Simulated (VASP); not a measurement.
# AlRu (P4/mmm) in VASP: further runs

The runs below take AlRu through single point, with PBE.

Program: VASP 6.6.1. These are calculated values, not measurements. Logs are shortened: lines on timing, memory, paths and dates and some standing lists are left out, and cuts for length are marked.

## Step 1: The cell of the first run

Symmetry: P4/mmm, No. 123, tetragonal system. Conventional cell: a = 3.094 Å, b = 3.094 Å, c = 2.927 Å, α = 90.00°, β = 90.00°, γ = 90.00°. Within 3.5 Å of Al (site symmetry 4/mmm) lie 8 Ru at 2.63 Å and 6 Al at 2.93 to 3.09 Å. Within 3.5 Å of Ru (site symmetry 4/mmm) lie 8 Al at 2.63 Å and 6 Ru at 2.93 to 3.09 Å.

## Step 2: Single point, PBE (biaxial strain in the a-b plane: +3.0 %, then relaxed in part)

INCAR

```
SYSTEM = AlRu
PREC = Accurate ; ENCUT = 520
EDIFF = 1E-6 ; ISMEAR = 0
SIGMA = 0.1 ; LREAL = .FALSE.
LASPH = .TRUE. ; NELM = 60
ALGO = Fast ; ISIF = 2
LWAVE = .FALSE. ; LCHARG = .FALSE.
GGA = PE ; NBANDS = 16
```

KPOINTS

```
Automatic mesh
0
G
  18 18 18
  0 0 0
```

POSCAR

```
AlRu
1.0
    3.0943021612      0.0000000000      0.0000000000
    0.0000000000      3.0943021612      0.0000000000
    0.0000000000      0.0000000000      2.9272647671
Al Ru
1 1
Direct
    0.0000000000      0.0000000000      0.0000000000
    0.5000000000      0.5000000000      0.5000000000
```

Potentials or basis: VASP PAW PBE potentials, release 64 (Al, Ru_pv).

On the command line:

```bash
> cat potpaw_PBE.64/Al/POTCAR potpaw_PBE.64/Ru_pv/POTCAR > POTCAR
> mpirun -np 1 vasp_std > vasp.out
```

OUTCAR:

```text
SYSTEM = AlRu
   PREC = Accurate
   ENCUT = 520
   EDIFF = 1E-6
   ISMEAR = 0
   LREAL = .FALSE.
   LASPH = .TRUE.
   NELM = 60
   ISIF = 2
   GGA = PE

 ion  position               nearest neighbor table
   1  0.000  0.000  0.000-   2 2.63   2 2.63   2 2.63   2 2.63   2 2.63   2 2.63   2 2.63   2 2.63

   2  0.500  0.500  0.500-   1 2.63   1 2.63   1 2.63   1 2.63   1 2.63   1 2.63   1 2.63   1 2.63

  LATTYP: Found a simple tetragonal cell.
 ALAT       =     3.0943021612
 C/A-ratio  =     0.9460177496

  Lattice vectors:

 A1 = (   3.0943021612,   0.0000000000,   0.0000000000)
 A2 = (   0.0000000000,   3.0943021612,   0.0000000000)
 A3 = (   0.0000000000,   0.0000000000,   2.9272647671)

Analysis of symmetry for initial positions (statically):
=====================================================================
 Subroutine PRICEL returns:
 Original cell was already a primitive cell.

 Routine SETGRP: Setting up the symmetry group for a
 simple tetragonal supercell.

 Subroutine GETGRP returns: Found 16 space group operations
 (whereof 16 operations were pure point group operations)
 out of a pool of 16 trial point group operations.

The static configuration has the point symmetry D_4h.

Analysis of symmetry for dynamics (positions and initial velocities):
=====================================================================
 Subroutine PRICEL returns:
 Original cell was already a primitive cell.

 Routine SETGRP: Setting up the symmetry group for a
 simple tetragonal supercell.

 Subroutine GETGRP returns: Found 16 space group operations
 (whereof 16 operations were pure point group operations)
 out of a pool of 16 trial point group operations.

The dynamic configuration has the point symmetry D_4h.

 Subroutine INISYM returns: Found 16 space group operations
 (whereof 16 operations are pure point group operations),
 and found     1 'primitive' translations

----------------------------------------------------------------------------------------

                                     Primitive cell

  volume of cell :      28.0277

  direct lattice vectors                    reciprocal lattice vectors
     3.094302161  0.000000000  0.000000000     0.323174644  0.000000000  0.000000000
     0.000000000  3.094302161  0.000000000     0.000000000  0.323174644  0.000000000
     0.000000000  0.000000000  2.927264767     0.000000000  0.000000000  0.341615836

  length of vectors
     3.094302161  3.094302161  2.927264767     0.323174644  0.323174644  0.341615836

[... 81 lines left out ...]
   LREAL  =      F    real-space projection
   EDIFFG = 0.1E-04   stopping-criterion for IOM
   NSW    =      0    number of steps for IOM
   IBRION =     -1    ionic relax: 0-MD 1-quasi-New 2-CG
   NFREE  =      0    steps in history (QN), initial steepest desc. (CG)
   ISIF   =      2    stress and relaxation
   ISYM   =      2    0-nonsym 1-usesym 2-fastsym
   POTIM  = 0.5000    time-step for ionic-motion
   TEBEG  =    0.0;   TEEND  =   0.0 temperature during run
   PSTRESS=    0.0 pullay stress
   NELECT =      17.0000    total number of electrons
   NUPDOWN=      -1.0000    fix difference up-down
   EMIN   =  10.00;   EMAX   =-10.00  energy-range for DOS
   EFERMI =   0.00;   METHOD = LEGACY
   ISMEAR =     0;   SIGMA  =   0.10  broadening in eV -4-tet -1-fermi 0-gaus
   EFERMI_NEDOS =   21; number of points for ismear=-14 and -15
   IALGO  =     68    algorithm
   IMIX   =      4    mixing-type and parameters
     AMIX     =   0.40;   BMIX     =  1.00
     AMIX_MAG =   1.60;   BMIX_MAG =  1.00
  volume/ion in A,a.u.               =      14.01        94.57
  Fermi-wavevector in a.u.,A,eV,Ry     =   1.385783  2.618751 26.128565  1.920395
  Thomas-Fermi vector in A             =   2.510161
   LORBIT       =      0    0 simple, 1 ext, 2 COOP (PROOUT), +10 PAW based schemes
   GGA     = PE    functional components
   LHFCALC =     F    Hartree Fock is set to
   AEXX    =    0.0000 exact exchange contribution
   IVDW    =     0    specifies the selected vdW correction
   LEPSILON=     F    determine dielectric tensor
   LRPA    =     F    only Hartree local field effects (RPA)
 non-spin polarized calculation
 RMM-DIIS sequential band-by-band and
 Gauss-broadening in eV      SIGMA  =   0.10
  energy-cutoff  :      520.00
  volume of cell :       28.03
 maximum number of plane-waves:       770
 NGX is ok and might be reduce to    24
   NGX = 11   NGY = 11   NGZ = 11

 number of electron      17.0000003 magnetization

 Free energy of the ion-electron system (eV)
  ---------------------------------------------------
  ext. energy  EPLUGINS =         0.00000000
  ---------------------------------------------------
  free energy    TOTEN  =       -14.21687885 eV

  energy without entropy =      -14.20865878  energy(sigma->0) =      -14.21276881

 E-fermi :  10.1021     XC(G=0): -12.3332

 val. band max:       10.0984310864   @ k =   0.1111   0.0000   0.3889
 cond. band min:      10.1025177621   @ k =   0.1111   0.0000   0.1111
 fundamental gap:      0.0040866757
 Fermi energy:        10.1021144806

 k-point     1 :       0.0000    0.0000    0.0000
  band No.  band energies     occupation
      1     -31.6894      2.00000
      2     -31.6894      2.00000
      3     -31.6228      2.00000
      4       0.6716      2.00000
      5       6.7463      2.00000
      6       6.7550      2.00000
[... 433 lines left out ...]
      3     -31.6129      2.00000
      4       2.6967      2.00000
      5       6.3018      2.00000
      6       7.3119      2.00000
[... 8 lines left out ...]
     15      23.2540      0.00000
     16      23.6621      0.00000

 [... further k-points ...]

------------------------ aborting loop because EDIFF is reached ----------------------------------------

  FORCE on cell =-STRESS in cart. coord.  units (eV):
  Direction    XX          YY          ZZ          XY          YZ          ZX
  --------------------------------------------------------------------------------------
  -------------------------------------------------------------------------------------
  Total       -1.5985578     -1.5985578     -0.0122148      0.0000000      0.0000000      0.0000000
  in kB      -91.3800665    -91.3800665     -0.6982476      0.0000000      0.0000000      0.0000000
  external PRESSURE =     -61.1527936 kB  Pullay stress =       0.0000000 kB

 VOLUME and BASIS-vectors are now :
 -----------------------------------------------------------------------------
  energy-cutoff  :      520.00
  volume of cell :       28.03
      direct lattice vectors                 reciprocal lattice vectors
     3.094302161  0.000000000  0.000000000     0.323174644  0.000000000  0.000000000
     0.000000000  3.094302161  0.000000000     0.000000000  0.323174644  0.000000000
     0.000000000  0.000000000  2.927264767     0.000000000  0.000000000  0.341615836

 POSITION                                       TOTAL-FORCE (eV/Angst)
 -----------------------------------------------------------------------------------
      0.00000      0.00000      0.00000         0.000000      0.000000      0.000000
      1.54715      1.54715      1.46363         0.000000      0.000000      0.000000
 -----------------------------------------------------------------------------------
    total drift:                                0.000000     -0.000000     -0.000000

  FREE ENERGIE OF THE ION-ELECTRON SYSTEM (eV)
  ---------------------------------------------------
  free  energy   TOTEN  =       -14.2168788480 eV

  energy  without entropy=      -14.2086587773  energy(sigma->0) =      -14.21276881
```

Run time: 2.8 min. Hardware: 1 thread of Intel Xeon 8259CL, shared host; peak memory 0.34 GiB.

What came out:

- Free energy: -14.2169 eV
- Pressure: -6.1 GPa
- Band gap on the k mesh: zero (an odd number of electrons rules out a gap without spin polarisation)

Caveat: the cell differs from its parent crystal (biaxial strain in the a-b plane: +3.0 %, then relaxed in part); the cell stands under tension.

## Step 3: Single point, PBE (biaxial strain in the a-b plane: +3.0 %)

INCAR

```
SYSTEM = AlRu
  ALGO = Fast
  EDIFF = 1E-6
  ENCUT = 520
  GGA = PE
  ISIF = 2
  ISMEAR = 0
  LASPH = .True.
  LCHARG = .False.
  LREAL = .False.
  LWAVE = .False.
  NBANDS = 16
  NELM = 80
  PREC = Accurate
  SIGMA = 0.1
```

KPOINTS

```
k-points
0
Gamma
  18 18 18
  0 0 0
```

POSCAR: that of step 2 with these lines changed.

```diff
@@ -4,3 +4,3 @@
     0.0000000000      3.0943021612      0.0000000000
-    0.0000000000      0.0000000000      2.9272647671
+    0.0000000000      0.0000000000      2.9501016721
 Al Ru
```

Potentials or basis: VASP PAW PBE potentials, release 64 (Al, Ru_pv).

On the command line:

```bash
> cat potpaw_PBE.64/Al/POTCAR potpaw_PBE.64/Ru_pv/POTCAR > POTCAR
> mpirun -np 1 vasp_std > vasp.out
```

Wall time 2.6 min (1 thread of Intel Xeon 8259CL, shared host); peak memory 0.34 GiB.

Results (log left out):

```yaml
Free_energy: -14.2152 eV
Pressure: -7.5 GPa
Band_gap_on_the_k_mesh: zero (an odd number of electrons rules out a gap without spin polarisation)
```

Stress tensor (GPa, compression positive):
```
-10.06   0.00   0.00
  0.00 -10.06   0.00
  0.00   0.00  -2.52
```

Levels at points of the mesh, in eV from the Fermi level:
| k point | band 6 | band 7 | band 8 | band 9 | band 10 | band 11 | band 12 | band 13 |
| --- | --- | --- | --- | --- | --- | --- | --- | --- |
| (0.00, 0.00, 0.00) | -3.30 | -0.04 | 0.26 | 0.26 | 5.35 | 5.35 | 6.79 | 10.46 |
| (0.50, 0.00, 0.00) | -2.63 | -1.67 | -1.14 | 0.46 | 1.84 | 7.43 | 10.33 | 11.58 |
| (0.50, 0.50, 0.00) | -1.50 | -1.50 | -0.80 | -0.80 | 1.21 | 4.54 | 5.49 | 10.90 |
| (0.00, 0.00, 0.50) | -2.43 | -1.69 | -1.69 | 0.26 | 2.60 | 7.44 | 10.36 | 10.36 |
| (0.50, 0.00, 0.50) | -1.41 | -1.29 | -1.14 | -1.08 | 1.46 | 5.22 | 5.76 | 9.83 |
| (0.50, 0.50, 0.50) | -4.30 | 1.33 | 1.64 | 2.25 | 3.92 | 3.92 | 4.20 | 7.60 |

Caveat: the cell differs from its parent crystal (biaxial strain in the a-b plane: +3.0 %); the cell stands under tension.

## Step 4: Single point, PBE (biaxial strain in the a-b plane: +4.5 %, then relaxed in part)

INCAR

```
SYSTEM = AlRu
ALGO = Fast
EDIFF = 1E-7
ENCUT = 520
GGA = PE
ISIF = 2
ISMEAR = 0
LASPH = .True.
LCHARG = .False.
LREAL = .False.
LWAVE = .False.
NBANDS = 16
NELM = 80
PREC = Accurate
SIGMA = 0.1
```

KPOINTS is that of step 3.

POSCAR

```
AlRu
1.0
    3.1393648140      0.0000000000      0.0000000000
    0.0000000000      3.1393648140      0.0000000000
    0.0000000000      0.0000000000      2.8955471680
Al Ru
1 1
Direct
    0.0000000000      0.0000000000      0.0000000000
    0.5000000000      0.5000000000      0.5000000000
```

Potentials or basis: VASP PAW PBE potentials, release 64 (Al, Ru_pv).

On the command line:

```bash
> cat potpaw_PBE.64/Al/POTCAR potpaw_PBE.64/Ru_pv/POTCAR > POTCAR
> mpirun -np 1 vasp_std > vasp.out
```

OUTCAR:

```text
SYSTEM = AlRu
   EDIFF = 1E-7
   ENCUT = 520
   GGA = PE
   ISIF = 2
   ISMEAR = 0
   LASPH = .True.
   LREAL = .False.
   NELM = 80
   PREC = Accurate

 ion  position               nearest neighbor table
   1  0.000  0.000  0.000-   2 2.65   2 2.65   2 2.65   2 2.65   2 2.65   2 2.65   2 2.65   2 2.65

   2  0.500  0.500  0.500-   1 2.65   1 2.65   1 2.65   1 2.65   1 2.65   1 2.65   1 2.65   1 2.65

  LATTYP: Found a simple tetragonal cell.
 ALAT       =     3.1393648140
 C/A-ratio  =     0.9223353575

  Lattice vectors:

 A1 = (   3.1393648140,   0.0000000000,   0.0000000000)
 A2 = (   0.0000000000,   3.1393648140,   0.0000000000)
 A3 = (   0.0000000000,   0.0000000000,   2.8955471680)

Analysis of symmetry for initial positions (statically):
=====================================================================
 Subroutine PRICEL returns:
 Original cell was already a primitive cell.

 Routine SETGRP: Setting up the symmetry group for a
 simple tetragonal supercell.

 Subroutine GETGRP returns: Found 16 space group operations
 (whereof 16 operations were pure point group operations)
 out of a pool of 16 trial point group operations.

The static configuration has the point symmetry D_4h.

Analysis of symmetry for dynamics (positions and initial velocities):
=====================================================================
 Subroutine PRICEL returns:
 Original cell was already a primitive cell.

 Routine SETGRP: Setting up the symmetry group for a
 simple tetragonal supercell.

 Subroutine GETGRP returns: Found 16 space group operations
 (whereof 16 operations were pure point group operations)
 out of a pool of 16 trial point group operations.

The dynamic configuration has the point symmetry D_4h.

 Subroutine INISYM returns: Found 16 space group operations
 (whereof 16 operations are pure point group operations),
 and found     1 'primitive' translations

----------------------------------------------------------------------------------------

                                     Primitive cell

[... 112 lines left out ...]
  Fermi-wavevector in a.u.,A,eV,Ry     =   1.377483  2.603066 25.816521  1.897461
  Thomas-Fermi vector in A             =   2.502633
   LORBIT       =      0    0 simple, 1 ext, 2 COOP (PROOUT), +10 PAW based schemes
   GGA     = PE    functional components
   LHFCALC =     F    Hartree Fock is set to
   AEXX    =    0.0000 exact exchange contribution
   IVDW    =     0    specifies the selected vdW correction
   LEPSILON=     F    determine dielectric tensor
   LRPA    =     F    only Hartree local field effects (RPA)
 non-spin polarized calculation
 RMM-DIIS sequential band-by-band and
 Gauss-broadening in eV      SIGMA  =   0.10
  energy-cutoff  :      520.00
  volume of cell :       28.54
 maximum number of plane-waves:       800
 NGX is ok and might be reduce to    24
   NGX = 11   NGY = 11   NGZ = 11

 number of electron      16.9999995 magnetization

 Free energy of the ion-electron system (eV)
  ---------------------------------------------------
  ext. energy  EPLUGINS =         0.00000000
  ---------------------------------------------------
  free energy    TOTEN  =       -14.16038051 eV

  energy without entropy =      -14.15208518  energy(sigma->0) =      -14.15623285

 E-fermi :   9.8920     XC(G=0): -12.2419

 val. band max:        9.8909675570   @ k =   0.0556   0.0556   0.3889
 cond. band min:       9.8935067351   @ k =   0.1111   0.0000   0.1111
 fundamental gap:      0.0025391782
 Fermi energy:         9.8920112522

 k-point     1 :       0.0000    0.0000    0.0000
  band No.  band energies     occupation
      1     -31.9308      2.00000
      2     -31.9308      2.00000
      3     -31.8326      2.00000
      4       0.5290      2.00000
      5       6.5894      2.00000
      6       6.5899      2.00000
[... 433 lines left out ...]
      3     -31.8244      2.00000
      4       2.4949      2.00000
      5       6.0618      2.00000
      6       7.1030      2.00000
[... 8 lines left out ...]
     15      22.7178      0.00000
     16      23.1759      0.00000

 [... further k-points ...]

------------------------ aborting loop because EDIFF is reached ----------------------------------------

  FORCE on cell =-STRESS in cart. coord.  units (eV):
  Direction    XX          YY          ZZ          XY          YZ          ZX
  --------------------------------------------------------------------------------------
  -------------------------------------------------------------------------------------
  Total       -2.3446851     -2.3446851     -0.0174726      0.0000000     -0.0000000      0.0000000
  in kB     -131.6378843   -131.6378843     -0.9809680      0.0000000     -0.0000000      0.0000000
  external PRESSURE =     -88.0855788 kB  Pullay stress =       0.0000000 kB

 VOLUME and BASIS-vectors are now :
 -----------------------------------------------------------------------------
  energy-cutoff  :      520.00
  volume of cell :       28.54
      direct lattice vectors                 reciprocal lattice vectors
     3.139364814  0.000000000  0.000000000     0.318535774  0.000000000  0.000000000
     0.000000000  3.139364814  0.000000000     0.000000000  0.318535774  0.000000000
     0.000000000  0.000000000  2.895547168     0.000000000  0.000000000  0.345357869

 POSITION                                       TOTAL-FORCE (eV/Angst)
 -----------------------------------------------------------------------------------
      0.00000      0.00000      0.00000         0.000000      0.000000      0.000000
      1.56968      1.56968      1.44777         0.000000      0.000000      0.000000
 -----------------------------------------------------------------------------------
    total drift:                                0.000000     -0.000000     -0.000000

  FREE ENERGIE OF THE ION-ELECTRON SYSTEM (eV)
  ---------------------------------------------------
  free  energy   TOTEN  =       -14.1603805146 eV

  energy  without entropy=      -14.1520851774  energy(sigma->0) =      -14.15623285
```

Wall time 3.4 min (1 thread of Intel Xeon 8259CL, shared host); peak memory 0.34 GiB.

What came out:

```yaml
Free_energy: -14.1604 eV
Pressure: -8.8 GPa
Band_gap_on_the_k_mesh: zero (an odd number of electrons rules out a gap without spin polarisation)
```

Levels at points of the mesh, in eV from the Fermi level:
| k point | band 7 | band 8 | band 9 | band 10 | band 11 | band 12 |
| --- | --- | --- | --- | --- | --- | --- |
| (0.00, 0.00, 0.00) | -0.20 | 0.32 | 0.32 | 4.95 | 4.95 | 7.40 |
| (0.50, 0.00, 0.00) | -1.80 | -0.91 | 0.49 | 1.60 | 7.33 | 9.95 |
| (0.50, 0.50, 0.00) | -1.65 | -0.61 | -0.61 | 1.03 | 4.15 | 5.19 |
| (0.00, 0.00, 0.50) | -1.83 | -1.83 | 0.15 | 2.86 | 7.42 | 10.02 |
| (0.50, 0.00, 0.50) | -1.45 | -1.19 | -0.92 | 1.42 | 5.36 | 5.65 |
| (0.50, 0.50, 0.50) | 1.17 | 1.67 | 2.17 | 3.82 | 3.82 | 4.28 |

Caveat: the cell differs from its parent crystal (biaxial strain in the a-b plane: +4.5 %, then relaxed in part); the cell stands under tension.

## Step 5: Single point, PBE (biaxial strain in the a-b plane: +4.5 %)

INCAR

```
PREC = Accurate
ENCUT = 520
EDIFF = 1E-7
ISMEAR = 0
SIGMA = 0.1
LREAL = False
LASPH = True
NELM = 100
ALGO = Fast
ISIF = 2
LWAVE = False
LCHARG = False
GGA = PE
NBANDS = 16
```

KPOINTS

```
Automatic mesh
0
Gamma
  18 18 18
```

POSCAR: that of step 4 with these lines changed.

```diff
@@ -4,3 +4,3 @@
     0.0000000000      3.1393648140      0.0000000000
-    0.0000000000      0.0000000000      2.8955471680
+    0.0000000000      0.0000000000      2.9230640804
 Al Ru
```

On the command line:

```bash
> cat potpaw_PBE.64/Al/POTCAR potpaw_PBE.64/Ru_pv/POTCAR > POTCAR
> mpirun -np 1 vasp_std > vasp.out
```

Wall time 3.6 min (1 thread of Intel Xeon 8259CL, shared host); peak memory 0.35 GiB.

Results (log left out):

| Item | Value |
| --- | --- |
| Free energy | -14.1578 eV |
| Pressure | -10.4 GPa |
| Band gap on the k mesh | zero (an odd number of electrons rules out a gap without spin polarisation) |

Stress tensor (GPa, compression positive):
```
-14.08   0.00   0.00
  0.00 -14.08   0.00
  0.00   0.00  -3.08
```

Levels at points of the mesh, in eV from the Fermi level:
```tsv
k point	band 6	band 7	band 8	band 9	band 10	band 11	band 12	band 13
(0.00, 0.00, 0.00)	-3.24	-0.15	0.29	0.29	5.01	5.01	7.16	10.16
(0.50, 0.00, 0.00)	-2.62	-1.74	-0.96	0.47	1.63	7.37	9.99	11.25
(0.50, 0.50, 0.00)	-1.59	-1.59	-0.65	-0.65	1.06	4.19	5.17	11.09
(0.00, 0.00, 0.50)	-2.32	-1.76	-1.76	0.18	2.74	7.43	10.06	10.06
(0.50, 0.00, 0.50)	-1.45	-1.37	-1.15	-0.96	1.40	5.24	5.57	9.52
(0.50, 0.50, 0.50)	-4.20	1.19	1.63	2.12	3.83	3.83	4.22	7.19
```

Caveat: the cell differs from its parent crystal (biaxial strain in the a-b plane: +4.5 %); the cell stands under tension.

## Step 6: Overview

```tsv
cell	further INCAR settings	gap on the mesh (eV)	pressure (GPa)
a = 3.094, b = 3.094, c = 2.927 Å, 2 atoms	ALGO = Fast; EDIFF = 1e-06; NBANDS = 16	none	-6.1
a = 3.094, b = 3.094, c = 2.950 Å, 2 atoms	ALGO = Fast; EDIFF = 1e-06; NBANDS = 16	none	-7.5
a = 3.139, b = 3.139, c = 2.896 Å, 2 atoms	ALGO = Fast; EDIFF = 1e-07; NBANDS = 16	none	-8.8
a = 3.139, b = 3.139, c = 2.923 Å, 2 atoms	ALGO = Fast; EDIFF = 1e-07; NBANDS = 16	none	-10.4
```

Alike in all rows: task single point; level PBE; potentials or basis VASP PAW PBE potentials, release 64 (Al, Ru_pv); no spin polarisation; k mesh 18 × 18 × 18; cutoff (eV) 520; smearing gaussian 0.1 eV.

Caveats: the cell stands under tension.

Total energies depend on the potentials used, so only differences within one code and one set of settings carry meaning.
